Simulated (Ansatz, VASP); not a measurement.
**One calculation of Se, two programs**

```
Se
1.0
     4.33690    0.00000    0.00000
    -2.16845    3.75586    0.00000
     0.00000    0.00000    4.92035
Se
3
Direct
  0.22540 0.00000 0.33333
  0.00000 0.22540 0.66667
  0.77460 0.77460 0.00000
```

Change from the starting cell: volume scaled by 0.98, crystal datasets.

Alike in both runs: task electric field gradients; functional LDA; k mesh 6 × 6 × 5; occupations fermi-dirac, width 0.03 eV; no spin polarisation.

```csv
,VASP,Ansatz
version,VASP 6.6.1,Ansatz 0.2.0
potentials or method,"VASP PAW LDA potentials, release 64 (Se), cutoff 520 eV","all-electron PAW with datasets made for the crystal, scalar-relativistic"
```

```csv
,VASP,Ansatz,Ansatz less VASP
gap on the k mesh at the Fermi level (eV),1.17,1.18,+0.011
pressure (GPa),0.1,-0.1,-0.23
"traceless stress, the component that is largest in VASP (GPa)",1.42,1.33,-0.090
rms of the force components (eV/Å),0.274,0.243,-0.0318
size of Vzz on the site where it differs most (V/Å²),488.8,509.0,+20.24
```

LDA's correlation is that of Perdew and Zunger in VASP and of Perdew and Wang (1992) in Ansatz. Atom by atom the forces differ by 0.032 eV/Å (rms over components). Ansatz ran all-electron here, and VASP with PAW potentials.
